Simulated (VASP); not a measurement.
# SrTaN2 (P6_3/mmc) in VASP: a series of runs

SrTaN2 is run at these levels: r2SCAN; tasks: single point.

All numbers are computed with VASP 6.6.1; they aren't measurements. Logs are shortened: lines on timing, memory, paths and dates and some standing lists are left out, and cuts for length are marked.

## Step 1: The cell of the first run

The structure is hexagonal, space group P6_3/mmc (No. 194). Conventional cell: a = 3.215 Å, b = 3.215 Å, c = 11.742 Å, α = 90.00°, β = 90.00°, γ = 120.00°. Sr (site symmetry -6m2) has 6 N at 2.58 Å and 6 Sr at 3.22 Å within 3.4 Å. Ta (site symmetry -3m) has 6 N at 2.18 Å within 2.9 Å. N (site symmetry 3m) has 3 Ta at 2.18 Å and 3 Sr at 2.58 Å within 2.9 Å.

## Step 2: Single point, r2SCAN

Input file POSCAR:

```
SrTaN2
1.0
    3.2153193347      0.0000000000      0.0000000000
   -1.6076596674      2.7845482251      0.0000000000
    0.0000000000      0.0000000000     11.7424032837
Sr Ta N
2 2 4
Direct
    0.3333333333      0.6666666667      0.7500000000
    0.6666666667      0.3333333333      0.2500000000
    0.0000000000      0.0000000000      0.5000000000
    0.0000000000      0.0000000000      0.0000000000
    0.3333333333      0.6666666667      0.4028082388
    0.6666666667      0.3333333333      0.9028082388
    0.6666666667      0.3333333333      0.5971917612
    0.3333333333      0.6666666667      0.0971917612
```

Input file INCAR.step1:

```
SYSTEM = SrTaN2
  PREC = Accurate
  ENCUT = 520
  ISMEAR = 0
  SIGMA = 0.1
  LREAL = .FALSE.
  LASPH = .TRUE.
  NELM = 100
  NBANDS = 41
  GGA = PE
  ALGO = Normal
  EDIFF = 1E-4
  LWAVE = .TRUE.
  LCHARG = .FALSE.
```

Input file INCAR.step2:

```
SYSTEM = SrTaN2
  PREC = Accurate
  ENCUT = 520
  EDIFF = 1E-6
  ISMEAR = 0
  SIGMA = 0.1
  LREAL = .FALSE.
  LASPH = .TRUE.
  NELM = 100
  ALGO = Normal
  ISIF = 2
  LWAVE = .FALSE.
  LCHARG = .FALSE.
  METAGGA = R2SCAN
  LMIXTAU = .TRUE.
  NBANDS = 41
  ISTART = 1
```

Input file KPOINTS:

```
regular mesh
0
G
  6 6 2
  0 0 0
```

Potentials or basis: VASP PAW PBE potentials, release 64 (Sr_sv, Ta_pv, N).

Started as:

```console
$ cat potpaw_PBE.64/Sr_sv/POTCAR potpaw_PBE.64/Ta_pv/POTCAR potpaw_PBE.64/N/POTCAR > POTCAR
$ cp INCAR.step1 INCAR
$ mpirun -np 1 vasp_std > vasp.out
$ cp INCAR.step2 INCAR
$ mpirun -np 1 vasp_std > vasp.out
```

OUTCAR:

```text
SYSTEM = SrTaN2
   PREC = Accurate
   ENCUT = 520
   EDIFF = 1E-6
   ISMEAR = 0
   LREAL = .FALSE.
   LASPH = .TRUE.
   NELM = 100
   ISIF = 2
   METAGGA = R2SCAN
   ISTART = 1

 ion  position               nearest neighbor table
   1  0.333  0.667  0.750-   6 2.58   7 2.58   6 2.58   7 2.58   6 2.58   7 2.58   3 3.47   4 3.47
                             3 3.47   4 3.47   3 3.47   4 3.47
   2  0.667  0.333  0.250-   5 2.58   8 2.58   5 2.58   8 2.58   5 2.58   8 2.58   3 3.47   4 3.47
                             3 3.47   4 3.47   3 3.47   4 3.47
   3  0.000  0.000  0.500-   5 2.18   7 2.18   5 2.18   7 2.18   7 2.18   5 2.18   1 3.47   2 3.47
                             1 3.47   2 3.47   1 3.47   2 3.47
   4  0.000  0.000  0.000-   6 2.18   8 2.18   8 2.18   6 2.18   6 2.18   8 2.18   1 3.47   2 3.47
                             1 3.47   2 3.47   1 3.47   2 3.47
   5  0.333  0.667  0.403-   3 2.18   3 2.18   3 2.18   2 2.58   2 2.58   2 2.58
   6  0.667  0.333  0.903-   4 2.18   4 2.18   4 2.18   1 2.58   1 2.58   1 2.58
   7  0.667  0.333  0.597-   3 2.18   3 2.18   3 2.18   1 2.58   1 2.58   1 2.58
   8  0.333  0.667  0.097-   4 2.18   4 2.18   4 2.18   2 2.58   2 2.58   2 2.58

  LATTYP: Found a hexagonal cell.
 ALAT       =     3.2153193347
 C/A-ratio  =     3.6520177505

  Lattice vectors:

 A1 = (   3.2153193347,   0.0000000000,   0.0000000000)
 A2 = (  -1.6076596674,   2.7845482251,   0.0000000000)
 A3 = (   0.0000000000,   0.0000000000,  11.7424032837)

Analysis of symmetry for initial positions (statically):
=====================================================================
 Subroutine PRICEL returns:
 Original cell was already a primitive cell.

 Routine SETGRP: Setting up the symmetry group for a
 hexagonal supercell.

 Subroutine GETGRP returns: Found 24 space group operations
 (whereof 12 operations were pure point group operations)
 out of a pool of 24 trial point group operations.

The static configuration has the point symmetry D_3d.
 The point group associated with its full space group is D_6h.

Analysis of symmetry for dynamics (positions and initial velocities):
=====================================================================
 Subroutine PRICEL returns:
 Original cell was already a primitive cell.

 Routine SETGRP: Setting up the symmetry group for a
 hexagonal supercell.

 Subroutine GETGRP returns: Found 24 space group operations
 (whereof 12 operations were pure point group operations)
 out of a pool of 24 trial point group operations.

The dynamic configuration has the point symmetry D_3d.
 The point group associated with its full space group is D_6h.

 Subroutine INISYM returns: Found 24 space group operations
 (whereof 12 operations are pure point group operations),
 and found     1 'primitive' translations

----------------------------------------------------------------------------------------

                                     Primitive cell

  volume of cell :     105.1322

  direct lattice vectors                    reciprocal lattice vectors
     3.215319335  0.000000000  0.000000000     0.311011099  0.179562342  0.000000000
    -1.607659667  2.784548225  0.000000000     0.000000000  0.359124683  0.000000000
     0.000000000  0.000000000 11.742403284     0.000000000  0.000000000  0.085161442

  length of vectors
     3.215319335  3.215319335 11.742403284     0.359124683  0.359124683  0.085161442

  position of ions in fractional coordinates (direct lattice)
     0.333333333  0.666666667  0.750000000
     0.666666667  0.333333333  0.250000000
     0.000000000  0.000000000  0.500000000
     0.000000000  0.000000000  0.000000000
     0.333333333  0.666666667  0.402808239
     0.666666667  0.333333333  0.902808239
     0.666666667  0.333333333  0.597191761
     0.333333333  0.666666667  0.097191761

  ion indices of the primitive-cell ions
   primitive index   ion index
                 1           1
                 2           2
                 3           3
                 4           4
                 5           5
                 6           6
                 7           7
                 8           8

----------------------------------------------------------------------------------------

 KPOINTS: regular mesh

Automatic generation of k-mesh.
 Grid dimensions read from file:
 generate k-points for:    6    6    2

 Generating k-lattice:

  Cartesian coordinates                     Fractional coordinates (reciprocal lattice)
     0.051835183  0.029927057  0.000000000     0.166666667  0.000000000  0.000000000
     0.000000000  0.059854114  0.000000000     0.000000000  0.166666667  0.000000000
     0.000000000  0.000000000  0.042580721     0.000000000  0.000000000  0.500000000

  Length of vectors
     0.059854114  0.059854114  0.042580721

  Shift w.r.t. Gamma in fractional coordinates (k-lattice)
     0.000000000  0.000000000  0.000000000

 Subroutine IBZKPT returns following result:
 ===========================================

 Found     14 irreducible k-points:

 Following reciprocal coordinates:
            Coordinates               Weight
  0.000000  0.000000  0.000000      1.000000
  0.166667 -0.000000  0.000000      6.000000
  0.333333  0.000000  0.000000      6.000000
  0.500000  0.000000  0.000000      3.000000
  0.166667  0.166667  0.000000      6.000000
  0.333333  0.166667  0.000000     12.000000
  0.333333  0.333333  0.000000      2.000000
  0.000000  0.000000  0.500000      1.000000
  0.166667 -0.000000  0.500000      6.000000
  0.333333  0.000000  0.500000      6.000000
  0.500000  0.000000  0.500000      3.000000
  0.166667  0.166667  0.500000      6.000000
  0.333333  0.166667  0.500000     12.000000
  0.333333  0.333333  0.500000      2.000000
   k-points           NKPTS =     14   k-points in BZ     NKDIM =     14   number of bands    NBANDS=     41
   number of dos      NEDOS =    301   number of ions     NIONS =      8
   total plane-waves  NPLWV =  51840
   dimension x,y,z NGX =    24 NGY =   24 NGZ =   90
   dimension x,y,z NGXF=    48 NGYF=   48 NGZF=  180
   ions per type =               2   2   4
   NGX,Y,Z   is equivalent  to a cutoff of  12.41, 12.41, 12.74 a.u.
   NGXF,Y,Z  is equivalent  to a cutoff of  24.82, 24.82, 25.48 a.u.
 SYSTEM =  SrTaN2
   PREC   = accura    normal or accurate (medium, high low for compatibility)
   ISTART =      1    job   : 0-new  1-cont  2-samecut
   ICHARG =      0    charge: 1-file 2-atom 10-const
   ISPIN  =      1    spin polarized calculation?
   LNONCOLLINEAR =      F non collinear calculations
   LSORBIT =      F    spin-orbit coupling
   LASPH  =      T    aspherical Exc in radial PAW
   ENCUT  =  520.0 eV  38.22 Ry    6.18 a.u.   5.98  5.98 21.83*2*pi/ulx,y,z
   NELM   =    100;   NELMIN=  2; NELMDL=  0     # of ELM steps
   EDIFF  = 0.1E-05   stopping-criterion for ELM
   LREAL  =      F    real-space projection
   EDIFFG = 0.1E-04   stopping-criterion for IOM
   NSW    =      0    number of steps for IOM
   IBRION =     -1    ionic relax: 0-MD 1-quasi-New 2-CG
   NFREE  =      0    steps in history (QN), initial steepest desc. (CG)
   ISIF   =      2    stress and relaxation
   ISYM   =      2    0-nonsym 1-usesym 2-fastsym
   POTIM  = 0.5000    time-step for ionic-motion
   TEBEG  =    0.0;   TEEND  =   0.0 temperature during run
   PSTRESS=    0.0 pullay stress
   NELECT =      62.0000    total number of electrons
   NUPDOWN=      -1.0000    fix difference up-down
   EMIN   =  10.00;   EMAX   =-10.00  energy-range for DOS
   EFERMI =   0.00;   METHOD = LEGACY
   ISMEAR =     0;   SIGMA  =   0.10  broadening in eV -4-tet -1-fermi 0-gaus
   EFERMI_NEDOS =   21; number of points for ismear=-14 and -15
   IALGO  =     38    algorithm
   IMIX   =      4    mixing-type and parameters
     AMIX     =   0.40;   BMIX     =  1.00
     AMIX_MAG =   1.60;   BMIX_MAG =  1.00
  volume/ion in A,a.u.               =      13.14        88.68
  Fermi-wavevector in a.u.,A,eV,Ry     =   1.372862  2.594332 25.643569  1.884749
  Thomas-Fermi vector in A             =   2.498431
   LORBIT       =      0    0 simple, 1 ext, 2 COOP (PROOUT), +10 PAW based schemes
   METAGGA = R2SCAN    functional components
   LHFCALC =     F    Hartree Fock is set to
   AEXX    =    0.0000 exact exchange contribution
   IVDW    =     0    specifies the selected vdW correction
   LEPSILON=     F    determine dielectric tensor
   LRPA    =     F    only Hartree local field effects (RPA)
 non-spin polarized calculation
 Gauss-broadening in eV      SIGMA  =   0.10
  energy-cutoff  :      520.00
  volume of cell :      105.13
 maximum number of plane-waves:      2886
 NGX is ok and might be reduce to    24
   NGX = 11   NGY = 11   NGZ = 43

 number of electron      62.0000016 magnetization

 Free energy of the ion-electron system (eV)
  ---------------------------------------------------
  ext. energy  EPLUGINS =         0.00000000
  ---------------------------------------------------
  free energy    TOTEN  =      -173.68076511 eV

  energy without entropy =     -173.64835625  energy(sigma->0) =     -173.66456068

 E-fermi :   6.8603     XC(G=0): -12.5674

 val. band max:        6.8413768844   @ k =   0.3333   0.1667   0.5000
 cond. band min:       6.8642539169   @ k =   0.1667  -0.0000   0.5000
 fundamental gap:      0.0228770325
 Fermi energy:         6.8603352532

 k-point     1 :       0.0000    0.0000    0.0000
  band No.  band energies     occupation
      1     -30.4123      2.00000
      2     -30.3638      2.00000
      3     -30.2026      2.00000
      4     -30.2026      2.00000
      5     -30.2026      2.00000
      6     -30.2026      2.00000
[... 33 lines left out ...]
     40      10.7178      0.00000
     41      11.4404      0.00000

 k-point     2 :       0.1667   -0.0000    0.0000
  band No.  band energies     occupation
      1     -30.3737      2.00000
      2     -30.3409      2.00000
      3     -30.3276      2.00000
      4     -30.3238      2.00000
      5     -30.2290      2.00000
      6     -30.2289      2.00000
[... 33 lines left out ...]
     40      11.4538      0.00000
     41      11.5122      0.00000

 k-point     3 :       0.3333    0.0000    0.0000
  band No.  band energies     occupation
      1     -30.5648      2.00000
      2     -30.5618      2.00000
      3     -30.3024      2.00000
      4     -30.2910      2.00000
      5     -30.2813      2.00000
      6     -30.2812      2.00000
[... 33 lines left out ...]
     40      11.9648      0.00000
     41      11.9834      0.00000

 k-point     4 :       0.5000    0.0000    0.0000
  band No.  band energies     occupation
      1     -30.6789      2.00000
      2     -30.6761      2.00000
      3     -30.3072      2.00000
      4     -30.3072      2.00000
      5     -30.2697      2.00000
      6     -30.2665      2.00000
[... 385 lines left out ...]
     40      10.9802      0.00000
     41      11.7127      0.00000

 k-point    13 :       0.3333    0.1667    0.5000
  band No.  band energies     occupation
      1     -30.6165      2.00000
      2     -30.6165      2.00000
      3     -30.3718      2.00000
      4     -30.3718      2.00000
      5     -30.2685      2.00000
      6     -30.2685      2.00000
[... 33 lines left out ...]
     40      11.9227      0.00000
     41      12.4778      0.00000

 k-point    14 :       0.3333    0.3333    0.5000
  band No.  band energies     occupation
      1     -30.5315      2.00000
      2     -30.5315      2.00000
      3     -30.5299      2.00000
      4     -30.5299      2.00000
      5     -30.2552      2.00000
      6     -30.2552      2.00000
[... 33 lines left out ...]
     40      12.3239      0.00000
     41      12.7614      0.00000

------------------------ aborting loop because EDIFF is reached ----------------------------------------

  FORCE on cell =-STRESS in cart. coord.  units (eV):
  Direction    XX          YY          ZZ          XY          YZ          ZX
  --------------------------------------------------------------------------------------
  -------------------------------------------------------------------------------------
  Total        0.6806984      0.6806984      0.6295542     -0.0000000      0.0000000      0.0000000
  in kB       10.3735997     10.3735997      9.5941807     -0.0000000      0.0000000      0.0000000
  external PRESSURE =      10.1137934 kB  Pullay stress =       0.0000000 kB

 VOLUME and BASIS-vectors are now :
 -----------------------------------------------------------------------------
  energy-cutoff  :      520.00
  volume of cell :      105.13
      direct lattice vectors                 reciprocal lattice vectors
     3.215319335  0.000000000  0.000000000     0.311011099  0.179562342  0.000000000
    -1.607659667  2.784548225  0.000000000     0.000000000  0.359124683  0.000000000
     0.000000000  0.000000000 11.742403284     0.000000000  0.000000000  0.085161442

 POSITION                                       TOTAL-FORCE (eV/Angst)
 -----------------------------------------------------------------------------------
     -0.00000      1.85637      8.80680         0.000000      0.000000      0.000000
      1.60766      0.92818      2.93560        -0.000000     -0.000000      0.000000
      0.00000      0.00000      5.87120        -0.000000      0.000000      0.000000
      0.00000      0.00000      0.00000        -0.000000      0.000000      0.000000
     -0.00000      1.85637      4.72994         0.000000     -0.000000     -0.033031
      1.60766      0.92818     10.60114        -0.000000      0.000000     -0.033031
      1.60766      0.92818      7.01247         0.000000      0.000000      0.033031
     -0.00000      1.85637      1.14126         0.000000     -0.000000      0.033031
 -----------------------------------------------------------------------------------
    total drift:                               -0.000000      0.000000     -0.000000

  FREE ENERGIE OF THE ION-ELECTRON SYSTEM (eV)
  ---------------------------------------------------
  free  energy   TOTEN  =      -173.6807651146 eV

  energy  without entropy=     -173.6483562529  energy(sigma->0) =     -173.66456068
```

Wall time 2.8 min (1 thread of Intel Xeon Platinum 8488C (Sapphire Rapids), shared host); peak memory 0.26 GiB.

What came out:

* Free energy: -173.6808 eV
* Pressure: 1.0 GPa
* Largest force: 0.033 eV/Å
* Band gap on the k mesh: zero (band 31 reaches 7.44 eV, above the bottom of band 32 at 5.81 eV)

Forces in eV/Å, atoms in the order of the input:
```
Sr   0.000  0.000  0.000
Sr   0.000  0.000  0.000
Ta   0.000  0.000  0.000
Ta   0.000  0.000  0.000
N    0.000  0.000 -0.033
N    0.000  0.000 -0.033
N    0.000  0.000  0.033
N    0.000  0.000  0.033
```

Stress tensor (GPa, compression positive):
```
1.04 0.00 0.00
0.00 1.04 0.00
0.00 0.00 0.96
```

Caveat: the k points lie up to 0.38 Å⁻¹ apart; the PAW data sets were made with another functional, which shifts forces and pressure a little; spin-orbit coupling is left out, which moves the levels of the heavy elements.

(Continued in part 2 of 2.)
